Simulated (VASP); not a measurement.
Write the native input for VASP 6.6.1 that does the following.

- Task: single point
- Functional: PBEsol
- Potentials or basis: VASP PAW PBE potentials, release 64 (Sc_sv)
- Cutoff: 520 eV
- k mesh: 7 × 7 × 7
- Occupations: fermi-dirac, width 0.05 eV
- Spin: no spin polarisation
- Dipole correction: no
- Further INCAR settings: ALGO = Normal; EDIFF = 1e-07; NBANDS = 12

The structure of Sc lies in POSCAR:

```
Sc
1.0
    1.6209765296      1.6209765296      1.6209765296
   -1.6209765296      1.6209765296      1.6209765296
   -1.6209765296     -1.6209765296      1.6209765296
Sc
1
Direct
    0.0000000000      0.0000000000      0.0000000000
```

These files were run (other wordings do the same):

INCAR

```
SYSTEM = Sc
PREC = Accurate
ENCUT = 520
EDIFF = 1E-7
ISMEAR = -1
SIGMA = 0.05
LREAL = .FALSE.
LASPH = .TRUE.
NELM = 80
ALGO = Normal
ISIF = 2
LWAVE = .FALSE.
LCHARG = .FALSE.
GGA = PS
NBANDS = 12
```

KPOINTS

```
Automatic mesh
0
G
  7 7 7
  0 0 0
```

Potentials or basis: VASP PAW PBE potentials, release 64 (Sc_sv).

Run with:

```console
$ cat potpaw_PBE.64/Sc_sv/POTCAR > POTCAR
$ mpirun -np 1 vasp_std > vasp.out
```

Results of the run:

The pressure is 30.2 GPa.

Caveat: the k points lie up to 0.39 Å⁻¹ apart; the PAW data sets were made with another functional, which shifts forces and pressure a little.

It took 5.1 s on 1 thread of Intel(R) Xeon(R) Platinum 8488C (Sapphire Rapids), on a shared host, peak memory 0.13 GiB.
